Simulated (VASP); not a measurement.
# BAs (F-43m) in VASP: notebook

Runs on BAs. Level: PBE. Tasks: relaxation of cell and atoms.

Everything below comes from runs of VASP 6.6.1. Logs are shortened: lines on timing, memory, paths and dates and some standing lists are left out, and cuts for length are marked.

## (1) The cell of the first run

It takes space group F-43m (No. 216, cubic). Conventional cell: a = 4.777 Å, b = 4.777 Å, c = 4.777 Å, α = 90.00°, β = 90.00°, γ = 90.00°. B (site symmetry -43m) has 4 As at 2.07 Å within 2.7 Å. Within 2.7 Å of As (site symmetry -43m) lie 4 B at 2.07 Å.

## (2) Relaxation of cell and atoms, PBE, target pressure 10 GPa, at which the enthalpy is minimised

File INCAR:

```
  ALGO = Normal
  EDIFF = 1E-7
  EDIFFG = -0.01
  ENCUT = 500
  GGA = PE
  GGA_COMPAT = F
  IBRION = 2
  ISIF = 3
  ISMEAR = 0
  LASPH = T
  LCHARG = F
  LREAL = F
  LWAVE = F
  NELM = 120
  NELMIN = 4
  NSW = 100
  PREC = Accurate
  PSTRESS = 100.0
  SIGMA = 0.01
```

File KPOINTS:

```
k-points
0
Gamma
  8 8 8
```

File POSCAR:

```
BAs
1.0
    0.0000000000      2.3885000000      2.3885000000
    2.3885000000      0.0000000000      2.3885000000
    2.3885000000      2.3885000000      0.0000000000
B As
1 1
Direct
    0.0000000000      0.0000000000      0.0000000000
    0.7500000000      0.7500000000      0.7500000000
```

Potentials or basis: VASP PAW PBE potentials, release 64 (B, As).

Command:

```sh
cat potpaw_PBE.64/B/POTCAR potpaw_PBE.64/As/POTCAR > POTCAR
mpirun -np 1 vasp_std > vasp.out
```

OUTCAR:

```text
EDIFF = 1E-7
   EDIFFG = -0.01
   ENCUT = 500
   GGA = PE
   IBRION = 2
   ISIF = 3
   ISMEAR = 0
   LASPH = T
   LREAL = F
   NELM = 120
   NELMIN = 4
   NSW = 100
   PREC = Accurate
   PSTRESS = 100.0

 ion  position               nearest neighbor table
   1  0.000  0.000  0.000-   2 2.07   2 2.07   2 2.07   2 2.07
   2  0.750  0.750  0.750-   1 2.07   1 2.07   1 2.07   1 2.07

  LATTYP: Found a face centered cubic cell.
 ALAT       =     4.7770000000

  Lattice vectors:

 A1 = (   0.0000000000,   2.3885000000,   2.3885000000)
 A2 = (   2.3885000000,   0.0000000000,   2.3885000000)
 A3 = (   2.3885000000,   2.3885000000,   0.0000000000)

Analysis of symmetry for initial positions (statically):
=====================================================================
 Subroutine PRICEL returns:
 Original cell was already a primitive cell.

 Routine SETGRP: Setting up the symmetry group for a
 face centered cubic supercell.

 Subroutine GETGRP returns: Found 24 space group operations
 (whereof 24 operations were pure point group operations)
 out of a pool of 48 trial point group operations.

The static configuration has the point symmetry T_d .

Analysis of symmetry for dynamics (positions and initial velocities):
=====================================================================
 Subroutine PRICEL returns:
 Original cell was already a primitive cell.

 Routine SETGRP: Setting up the symmetry group for a
 face centered cubic supercell.

 Subroutine GETGRP returns: Found 24 space group operations
 (whereof 24 operations were pure point group operations)
 out of a pool of 48 trial point group operations.

The dynamic configuration has the point symmetry T_d .

 Subroutine INISYM returns: Found 24 space group operations
 (whereof 24 operations are pure point group operations),
 and found     1 'primitive' translations

----------------------------------------------------------------------------------------

                                     Primitive cell

  volume of cell :      27.2525

  direct lattice vectors                    reciprocal lattice vectors
     0.000000000  2.388500000  2.388500000    -0.209336404  0.209336404  0.209336404
     2.388500000  0.000000000  2.388500000     0.209336404 -0.209336404  0.209336404
     2.388500000  2.388500000  0.000000000     0.209336404  0.209336404 -0.209336404

  length of vectors
     3.377849094  3.377849094  3.377849094     0.362581287  0.362581287  0.362581287

  position of ions in fractional coordinates (direct lattice)
     0.000000000  0.000000000  0.000000000
     0.750000000  0.750000000  0.750000000

  ion indices of the primitive-cell ions
   primitive index   ion index
                 1           1
                 2           2

----------------------------------------------------------------------------------------

 KPOINTS: k-points

Automatic generation of k-mesh.
 Grid dimensions read from file:
 generate k-points for:    8    8    8

 Generating k-lattice:

  Cartesian coordinates                     Fractional coordinates (reciprocal lattice)
    -0.026167050  0.026167050  0.026167050     0.125000000  0.000000000  0.000000000
     0.026167050 -0.026167050  0.026167050     0.000000000  0.125000000  0.000000000
     0.026167050  0.026167050 -0.026167050     0.000000000  0.000000000  0.125000000

  Length of vectors
     0.045322661  0.045322661  0.045322661

  Shift w.r.t. Gamma in fractional coordinates (k-lattice)
     0.000000000  0.000000000  0.000000000

 Subroutine IBZKPT returns following result:
 ===========================================

 Found     29 irreducible k-points:

 Following reciprocal coordinates:
            Coordinates               Weight
  0.000000  0.000000  0.000000      1.000000
  0.125000  0.000000  0.000000      8.000000
  0.250000  0.000000  0.000000      8.000000
  0.375000  0.000000  0.000000      8.000000
  0.500000  0.000000  0.000000      4.000000
  0.125000  0.125000  0.000000      6.000000
[... 16 lines left out ...]
  0.500000  0.250000  0.125000     48.000000
 -0.375000  0.250000  0.125000     24.000000
 [... further k-points ...]
   k-points           NKPTS =     29   k-points in BZ     NKDIM =     29   number of bands    NBANDS=      8
   number of dos      NEDOS =    301   number of ions     NIONS =      2
   total plane-waves  NPLWV =  21952
   dimension x,y,z NGX =    28 NGY =   28 NGZ =   28
   dimension x,y,z NGXF=    56 NGYF=   56 NGZF=   56
   ions per type =               1   1
   NGX,Y,Z   is equivalent  to a cutoff of  13.78, 13.78, 13.78 a.u.
   NGXF,Y,Z  is equivalent  to a cutoff of  27.56, 27.56, 27.56 a.u.
 SYSTEM =  unknown system
   PREC   = accura    normal or accurate (medium, high low for compatibility)
   ISTART =      0    job   : 0-new  1-cont  2-samecut
   ICHARG =      2    charge: 1-file 2-atom 10-const
   ISPIN  =      1    spin polarized calculation?
   LNONCOLLINEAR =      F non collinear calculations
   LSORBIT =      F    spin-orbit coupling
   LASPH  =      T    aspherical Exc in radial PAW
   ENCUT  =  500.0 eV  36.75 Ry    6.06 a.u.   6.16  6.16  6.16*2*pi/ulx,y,z
   NELM   =    120;   NELMIN=  4; NELMDL= -5     # of ELM steps
   EDIFF  = 0.1E-06   stopping-criterion for ELM
   LREAL  =      F    real-space projection
   EDIFFG = -.1E-01   stopping-criterion for IOM
   NSW    =    100    number of steps for IOM
   IBRION =      2    ionic relax: 0-MD 1-quasi-New 2-CG
   NFREE  =      1    steps in history (QN), initial steepest desc. (CG)
   ISIF   =      3    stress and relaxation
   ISYM   =      2    0-nonsym 1-usesym 2-fastsym
   POTIM  = 0.5000    time-step for ionic-motion
   TEBEG  =    0.0;   TEEND  =   0.0 temperature during run
   PSTRESS=  100.0 pullay stress
   NELECT =       8.0000    total number of electrons
   NUPDOWN=      -1.0000    fix difference up-down
   EMIN   =  10.00;   EMAX   =-10.00  energy-range for DOS
   EFERMI =   0.00;   METHOD = LEGACY
   ISMEAR =     0;   SIGMA  =   0.01  broadening in eV -4-tet -1-fermi 0-gaus
   EFERMI_NEDOS =   21; number of points for ismear=-14 and -15
   IALGO  =     38    algorithm
   IMIX   =      4    mixing-type and parameters
     AMIX     =   0.40;   BMIX     =  1.00
     AMIX_MAG =   1.60;   BMIX_MAG =  1.00
  volume/ion in A,a.u.               =      13.63        91.95
  Fermi-wavevector in a.u.,A,eV,Ry     =   1.088018  2.056057 16.106360  1.183784
  Thomas-Fermi vector in A             =   2.224191
   LORBIT       =      0    0 simple, 1 ext, 2 COOP (PROOUT), +10 PAW based schemes
   GGA     = PE    functional components
   LHFCALC =     F    Hartree Fock is set to
   AEXX    =    0.0000 exact exchange contribution
   IVDW    =     0    specifies the selected vdW correction
   LEPSILON=     F    determine dielectric tensor
   LRPA    =     F    only Hartree local field effects (RPA)
 conjugate gradient relaxation of ions
 non-spin polarized calculation
 Gauss-broadening in eV      SIGMA  =   0.01
  energy-cutoff  :      500.00
  volume of cell :       27.25
 maximum number of plane-waves:       701
 NGX is ok and might be reduce to    28
   NGX = 13   NGY = 13   NGZ = 13

--------------------------------------- Ionic step        1  -------------------------------------------

 number of electron       8.0000000 magnetization

 Free energy of the ion-electron system (eV)
  ---------------------------------------------------
  ext. energy  EPLUGINS =         0.00000000
  ---------------------------------------------------
  free energy    TOTEN  =       -11.40395257 eV

  energy without entropy =      -11.40395257  energy(sigma->0) =      -11.40395257

------------------------ aborting loop because EDIFF is reached ----------------------------------------

  FORCE on cell =-STRESS in cart. coord.  units (eV):
  Direction    XX          YY          ZZ          XY          YZ          ZX
  --------------------------------------------------------------------------------------
  -------------------------------------------------------------------------------------
  Total        0.5843908      0.5843908      0.5843908     -0.0000000      0.0000000     -0.0000000
  in kB       34.3564476     34.3564476     34.3564476     -0.0000000      0.0000000     -0.0000000
  external PRESSURE =     -65.6435524 kB  Pullay stress =     100.0000000 kB

 VOLUME and BASIS-vectors are now :
 -----------------------------------------------------------------------------
  energy-cutoff  :      500.00
  volume of cell :       27.25
      direct lattice vectors                 reciprocal lattice vectors
     0.000000000  2.388500000  2.388500000    -0.209336404  0.209336404  0.209336404
     2.388500000  0.000000000  2.388500000     0.209336404 -0.209336404  0.209336404
     2.388500000  2.388500000  0.000000000     0.209336404  0.209336404 -0.209336404
[... 46 lines left out ...]
  FREE ENERGIE OF THE ION-ELECTRON SYSTEM (eV)
  ---------------------------------------------------
  free  energy   TOTEN  =       -11.2701051870 eV

  energy  without entropy=      -11.2701051870  energy(sigma->0) =      -11.27010519

  enthalpy is  TOTEN    =        -9.7029100448 eV   P V=        1.5671951422

--------------------------------------- Ionic step        3  -------------------------------------------

 number of electron       8.0000000 magnetization

 Free energy of the ion-electron system (eV)
  ---------------------------------------------------
  ext. energy  EPLUGINS =         0.00000000
  ---------------------------------------------------
  free energy    TOTEN  =       -11.35878955 eV

  energy without entropy =      -11.35878955  energy(sigma->0) =      -11.35878955

 E-fermi :   6.7144     XC(G=0): -10.7632

 val. band max:        6.5896629514   @ k =   0.0000   0.0000   0.0000
 cond. band min:       7.7377300322   @ k =   0.3750   0.3750   0.0000
 fundamental gap:      1.1480670808
 Fermi energy:         6.7144050173

 k-point     1 :       0.0000    0.0000    0.0000
  band No.  band energies     occupation
      1      -9.1949      2.00000
      2       6.5897      2.00000
      3       6.5897      2.00000
      4       6.5897      2.00000
      5       9.9188      0.00000
      6       9.9188      0.00000
      7       9.9188      0.00000
      8      11.8066      0.00000

 k-point     2 :       0.1250    0.0000    0.0000
  band No.  band energies     occupation
      1      -8.9290      2.00000
      2       4.5833      2.00000
      3       6.1306      2.00000
      4       6.1306      2.00000
      5      10.1427      0.00000
      6      10.5208      0.00000
      7      10.5208      0.00000
      8      12.9630      0.00000
[... 221 lines left out ...]
 k-point    23 :       0.5000    0.2500    0.1250
  band No.  band energies     occupation
      1      -6.3481      2.00000
      2      -0.7662      2.00000
      3       1.9861      2.00000
      4       3.7331      2.00000
      5      10.5038      0.00000
      6      11.7932      0.00000
      7      13.2790      0.00000
      8      14.8821      0.00000

 k-point    24 :      -0.3750    0.2500    0.1250
  band No.  band energies     occupation
      1      -5.5690      2.00000
      2      -1.9684      2.00000
      3       1.8729      2.00000
      4       3.3764      2.00000
      5      10.6213      0.00000
      6      11.4710      0.00000
      7      14.2773      0.00000
      8      15.8663      0.00000

 [... further k-points ...]

------------------------ aborting loop because EDIFF is reached ----------------------------------------

  FORCE on cell =-STRESS in cart. coord.  units (eV):
  Direction    XX          YY          ZZ          XY          YZ          ZX
  --------------------------------------------------------------------------------------
  -------------------------------------------------------------------------------------
  Total        1.6266437      1.6266437      1.6266437     -0.0000000     -0.0000000      0.0000000
  in kB       99.6507402     99.6507402     99.6507402     -0.0000000     -0.0000000      0.0000000
  external PRESSURE =      -0.3492598 kB  Pullay stress =     100.0000000 kB

 VOLUME and BASIS-vectors are now :
 -----------------------------------------------------------------------------
  energy-cutoff  :      500.00
  volume of cell :       26.15
      direct lattice vectors                 reciprocal lattice vectors
     0.000000000  2.355939688  2.355939688    -0.212229542  0.212229542  0.212229542
     2.355939688  0.000000000  2.355939688     0.212229542 -0.212229542  0.212229542
     2.355939688  2.355939688 -0.000000000     0.212229542  0.212229542 -0.212229542

 POSITION                                       TOTAL-FORCE (eV/Angst)
 -----------------------------------------------------------------------------------
      0.00000      0.00000      0.00000         0.000000      0.000000      0.000000
      3.53391      3.53391      3.53391        -0.000000     -0.000000     -0.000000
 -----------------------------------------------------------------------------------
    total drift:                                0.000000      0.000000      0.000000

  FREE ENERGIE OF THE ION-ELECTRON SYSTEM (eV)
  ---------------------------------------------------
  free  energy   TOTEN  =       -11.3587895525 eV

  energy  without entropy=      -11.3587895525  energy(sigma->0) =      -11.35878955

  enthalpy is  TOTEN    =        -9.7264446838 eV   P V=        1.6323448687

 reached required accuracy - stopping structural energy minimisation
```

It took 10 s on 1 thread of Intel Xeon 6975P-C (Granite Rapids), shared host; peak memory 0.16 GiB.

What came out:

```
Free energy                                                : -11.3588 eV
Relaxed volume                                             : 13.08 Å³/atom
Relaxed cell                                               : a = 3.332 Å, b = 3.332 Å, c = 3.332 Å, α = 60.00°, β = 60.00°, γ = 60.00°
Space group after relaxing (to 0.1 Å)                      : F-43m (No. 216)
Energy change on relaxing (the run minimises the enthalpy) : +22.6 meV/atom
Ionic steps                                                : 3
Pressure after relaxing                                    : 10.0 GPa
Band gap on the k mesh                                     : 1.15 eV (least direct gap 3.33 eV)
```

The path:
```tsv
step	energy change (eV)	largest force (eV/Å)	pressure (GPa)	volume (Å³)
1	0.0000	0.0000	3.44	27.25
2	0.1338	0.0000	17.52	25.11
3	0.0452	0.0000	9.97	26.15
```

Final structure:
```cif
data_structure
_symmetry_space_group_name_H-M 'P 1'
_symmetry_Int_Tables_number 1
_cell_length_a 3.3318
_cell_length_b 3.3318
_cell_length_c 3.3318
_cell_angle_alpha 60.000
_cell_angle_beta 60.000
_cell_angle_gamma 60.000
_cell_volume 26.15
loop_
_atom_site_label
_atom_site_type_symbol
_atom_site_fract_x
_atom_site_fract_y
_atom_site_fract_z
_atom_site_occupancy
B1 B 0.00000 0.00000 0.00000 1
As1 As 0.75000 0.75000 0.75000 1
```

Caveat: the cell is relaxed towards a set pressure, so the run minimises the enthalpy, not the energy.

## (3) Relaxation of cell and atoms, PBE, target pressure 20 GPa, at which the enthalpy is minimised

File INCAR:

```
ALGO     = Normal         # electronic algorithm
EDIFF    = 1E-7           # SCF threshold, eV
EDIFFG   = -0.01          # ionic threshold
ENCUT    = 500            # plane-wave cutoff, eV
GGA      = PE             # functional
GGA_COMPAT= F            
IBRION   = 2              # ionic algorithm
ISIF     = 3              # what is computed and relaxed
ISMEAR   = 0              # smearing method
LASPH    = T              # aspherical terms in the spheres
LCHARG   = F              # write CHGCAR
LREAL    = F              # projectors in reciprocal space
LWAVE    = F              # write WAVECAR
NELM     = 120            # most SCF steps
NELMIN   = 4            
NSW      = 100            # ionic steps
PREC     = Accurate       # precision mode
PSTRESS  = 200.0        
SIGMA    = 0.01           # smearing width, eV
```

KPOINTS is that of step 2.

POSCAR is that of step 2.

Potentials or basis: VASP PAW PBE potentials, release 64 (B, As).

Command:

```sh
cat potpaw_PBE.64/B/POTCAR potpaw_PBE.64/As/POTCAR > POTCAR
mpirun -np 1 vasp_std > vasp.out
```

It took 13 s on 1 thread of Intel Xeon 6975P-C (Granite Rapids), shared host; peak memory 0.15 GiB.

The run converged. Its results:

* Free energy: -11.2356 eV
* Relaxed volume: 12.41 Å³/atom
* Relaxed cell: a = 3.274 Å, b = 3.274 Å, c = 3.274 Å, α = 60.00°, β = 60.00°, γ = 60.00°
* Space group after relaxing (to 0.1 Å): F-43m (No. 216)
* Energy change on relaxing (the run minimises the enthalpy): +84.2 meV/atom
* Ionic steps: 4
* Pressure after relaxing: 19.9 GPa
* Band gap on the k mesh: 1.09 eV (least direct gap 3.40 eV)

The path:
```
step  energy change (eV)  largest force (eV/Å)  pressure (GPa)  volume (Å³)
   1              0.0000                0.0000            3.44        27.25
   2              0.7480                0.0000           50.29        22.07
   3              0.1616                0.0000           19.48        24.87
   4              0.1684                0.0000           19.94        24.81
```

Final structure:
```cif
data_structure
_symmetry_space_group_name_H-M 'P 1'
_symmetry_Int_Tables_number 1
_cell_length_a 3.2739
_cell_length_b 3.2739
_cell_length_c 3.2739
_cell_angle_alpha 60.000
_cell_angle_beta 60.000
_cell_angle_gamma 60.000
_cell_volume 24.81
loop_
_atom_site_label
_atom_site_type_symbol
_atom_site_fract_x
_atom_site_fract_y
_atom_site_fract_z
_atom_site_occupancy
B1 B 0.00000 0.00000 0.00000 1
As1 As 0.75000 0.75000 0.75000 1
```

Levels at points of the mesh, in eV from the valence-band top:
```tsv
k point	band 1	band 2	band 3	band 4	band 5	band 6	band 7	band 8
(0.00, 0.00, 0.00)	-16.29	0.00	0.00	0.00	3.40	3.40	3.40	5.91
(0.50, 0.00, 0.00)	-13.07	-9.51	-1.99	-1.99	3.27	4.88	4.88	9.03
(0.50, 0.50, 0.00)	-11.60	-9.08	-4.49	-4.49	1.29	1.35	12.29	12.29
```

Caveat: the cell is relaxed towards a set pressure, so the run minimises the enthalpy, not the energy.
